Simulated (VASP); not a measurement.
# Pd (Fm-3m) in VASP: a series of runs, part 2 of 2

VASP 6.6.1.

### Step 4. Electric field gradients, PBEsol (volume scaled by 1.01)

The input, INCAR:

```
SYSTEM = Pd
ALGO     = Normal         ! electronic algorithm
EDIFF    = 1E-8           ! SCF threshold, eV
ENCUT    = 520            ! plane-wave cutoff, eV
GGA      = PS             ! functional
ISIF     = 2              ! what is computed and relaxed
ISMEAR   = -1             ! smearing method
LASPH    = .TRUE.         ! aspherical terms in the spheres
LCHARG   = .FALSE.        ! write CHGCAR
LEFG     = .TRUE.       
LREAL    = .FALSE.        ! projectors in reciprocal space
LWAVE    = .FALSE.        ! write WAVECAR
NBANDS   = 11             ! bands
NELM     = 80             ! most SCF steps
PREC     = Accurate       ! precision mode
SIGMA    = 0.05           ! smearing width, eV
```

The input, KPOINTS:

```
k-points
0
G
  18 18 18
  0 0 0
```

The input, POSCAR:

```
Pd
1.0
    0.0000000000      1.9513615093      1.9513615093
    1.9513615093      0.0000000000      1.9513615093
    1.9513615093      1.9513615093      0.0000000000
Pd
1
Direct
    0.0000000000      0.0000000000      0.0000000000
```

Potentials or basis: VASP PAW PBE potentials, release 64 (Pd).

Launch:

```
$ cat potpaw_PBE.64/Pd/POTCAR > POTCAR
$ mpirun -np 1 vasp_std > vasp.out
```

OUTCAR:

```text
SYSTEM = Pd
   EDIFF = 1E-8
   ENCUT = 520
   GGA = PS
   ISIF = 2
   ISMEAR = -1
   LASPH = .TRUE.
   LREAL = .FALSE.
   NELM = 80
   PREC = Accurate

 ion  position               nearest neighbor table
   1  0.000  0.000  0.000-

  LATTYP: Found a face centered cubic cell.
 ALAT       =     3.9027230186

  Lattice vectors:

 A1 = (   0.0000000000,   1.9513615093,   1.9513615093)
 A2 = (   1.9513615093,   0.0000000000,   1.9513615093)
 A3 = (   1.9513615093,   1.9513615093,   0.0000000000)

[... 542 lines left out ...]
    total drift:                               -0.000000      0.000000      0.000000

  FREE ENERGIE OF THE ION-ELECTRON SYSTEM (eV)
  ---------------------------------------------------
  free  energy   TOTEN  =        -5.9685525526 eV

  energy  without entropy=       -5.9501892234  energy(sigma->0) =       -5.95937089

 Electric field gradients (V/A^2)
---------------------------------------------------------------------
 ion       V_xx      V_yy      V_zz      V_xy      V_xz      V_yz
---------------------------------------------------------------------
   1       0.000     0.000     0.000    -0.000    -0.000    -0.000
---------------------------------------------------------------------

 Electric field gradients after diagonalization (V/A^2)
 (convention: |V_zz| > |V_xx| > |V_yy|)
----------------------------------------------------------------------
 ion       V_xx      V_yy      V_zz     asymmetry (V_yy - V_xx)/ V_zz
----------------------------------------------------------------------
   1       0.000     0.000    -0.001       0.000
----------------------------------------------------------------------

           NMR quadrupolar parameters

 Cq : quadrupolar parameter    Cq=e*Q*V_zz/h
 eta: asymmetry parameters     (V_yy - V_xx)/ V_zz
 Q  : nuclear electric quadrupole moment in mb (millibarn)
----------------------------------------------------------------------
 ion       Cq(MHz)       eta       Q (mb)
----------------------------------------------------------------------
   1      -0.000       0.000       1.000
----------------------------------------------------------------------
```

OSZICAR:

```text
N       E                     dE             d eps       ncg     rms          rms(c)
DAV:   1     0.411954808660E+02    0.41195E+02   -0.51864E+03  4330   0.854E+02
DAV:   2    -0.576823800994E+01   -0.46964E+02   -0.45436E+02  4835   0.182E+02
DAV:   3    -0.634899844838E+01   -0.58076E+00   -0.57878E+00  5203   0.214E+01
DAV:   4    -0.635167507106E+01   -0.26766E-02   -0.26763E-02  5131   0.152E+00
DAV:   5    -0.635170491595E+01   -0.29845E-04   -0.29844E-04  5541   0.143E-01    0.817E+00
DAV:   6    -0.598330265872E+01    0.36840E+00   -0.15711E+00  5265   0.101E+01    0.361E+00
DAV:   7    -0.597305326039E+01    0.10249E-01   -0.31128E-02  5608   0.109E+00    0.192E+00
DAV:   8    -0.596858156567E+01    0.44717E-02   -0.15625E-03  5317   0.375E-01    0.999E-02
DAV:   9    -0.596854892193E+01    0.32644E-04   -0.17094E-04  5804   0.110E-01    0.167E-02
DAV:  10    -0.596855316522E+01   -0.42433E-05   -0.37885E-06  5344   0.184E-02    0.984E-03
DAV:  11    -0.596855253255E+01    0.63266E-06   -0.59461E-08  5773   0.237E-03    0.859E-04
DAV:  12    -0.596855254405E+01   -0.11500E-07   -0.13304E-09  3846   0.224E-04    0.290E-04
DAV:  13    -0.596855255259E+01   -0.85329E-08   -0.15337E-10  3582   0.124E-04
   1 F= -.59685526E+01 E0= -.59593709E+01  d E =-.183633E-01
```

stdout:

```text
POSCAR found type information on POSCAR Pd
 POSCAR found :  1 types and       1 ions
 scaLAPACK will be used
 -----------------------------------------------------------------------------
|                                                                             |
|                                                                             |
|     You enforced a specific xc type in the INCAR file but a different       |
|     I HOPE YOU KNOW WHAT YOU ARE DOING!                                     |
|                                                                             |
 -----------------------------------------------------------------------------

 LDA part: xc-table for (Slater+PW92), standard interpolation
 POSCAR, INCAR and KPOINTS ok, starting setup
 FFT: planning ... GRIDC
 FFT: planning ... GRID_SOFT
 FFT: planning ... GRID
 WAVECAR not read
 entering main loop
ion   1
```

It took 12 s on 1 thread of Intel Xeon 6975P-C (Granite Rapids), shared host; peak memory 0.16 GiB.

Results:

- Free energy: -5.9686 eV
- Pressure: -4.4 GPa
- Band gap on the k mesh: zero (band 5 reaches 9.79 eV, above the bottom of band 6 at 8.22 eV)

Levels at points of the mesh, in eV from the Fermi level:
| k point | band 2 | band 3 | band 4 | band 5 | band 6 | band 7 | band 8 | band 9 |
| --- | --- | --- | --- | --- | --- | --- | --- | --- |
| (0.00, 0.00, 0.00) | -2.83 | -2.83 | -2.83 | -1.21 | -1.21 | 17.12 | 21.85 | 21.85 |
| (0.50, 0.00, 0.00) | -2.87 | -2.87 | -0.02 | -0.02 | 0.93 | 7.20 | 16.47 | 20.93 |
| (0.50, 0.50, 0.00) | -5.08 | -0.05 | 0.28 | 0.28 | 3.25 | 10.63 | 13.07 | 13.07 |

Caveat: without QUAD_EFG the Cq values of the log hold for a quadrupole moment of 1 mb, not for the nuclei; the PAW data sets were made with another functional, which shifts forces and pressure a little.
